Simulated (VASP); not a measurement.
# InAs (zinc blende): single point with LDA

Crystal: InAs (zinc blende).

```
In As
1.0
     0.00000    2.92447    2.92447
     2.92447    0.00000    2.92447
     2.92447    2.92447    0.00000
In As
1 1
Direct
  0.00000 0.00000 0.00000
  0.25000 0.25000 0.25000
```

This cell differs from its parent crystal: volume scaled by 0.9.

- Program: VASP 6.6.1
- Task: single point
- Functional: LDA
- Potentials or basis: VASP PAW LDA potentials, release 64 (In_d, As)
- Cutoff: 500 eV
- k mesh: 12 × 12 × 12
- Occupations: gaussian, width 0.02 eV
- Spin: no spin polarisation
- Dipole correction: no
- Further INCAR settings: ALGO = Normal; EDIFF = 1e-06; NBANDS = 16

* Pressure: 6.9 GPa
* Band gap on the k mesh: 0.12 eV, direct

Levels at points of the mesh, in eV from the valence-band top:
```tsv
k point	band 5	band 6	band 7	band 8	band 9	band 10	band 11	band 12	band 13	band 14
(0.00, 0.00, 0.00)	-14.44	-12.61	0.00	0.00	0.00	0.12	3.85	3.85	3.85	7.65
(0.50, 0.00, 0.00)	-14.42	-10.79	-6.39	-1.16	-1.16	1.03	4.65	4.65	6.77	9.40
(0.50, 0.50, 0.00)	-14.40	-10.13	-6.38	-2.71	-2.71	1.24	1.95	9.68	9.84	9.84
```

Run time: 57 s on 1 thread of Intel(R) Xeon(R) Platinum 8259CL CPU @ 2.50GHz (Skylake/Cascade Lake), with other jobs on the host, peak memory 0.18 GiB.

Caveat: spin-orbit coupling is left out, which moves the levels of the heavy elements.
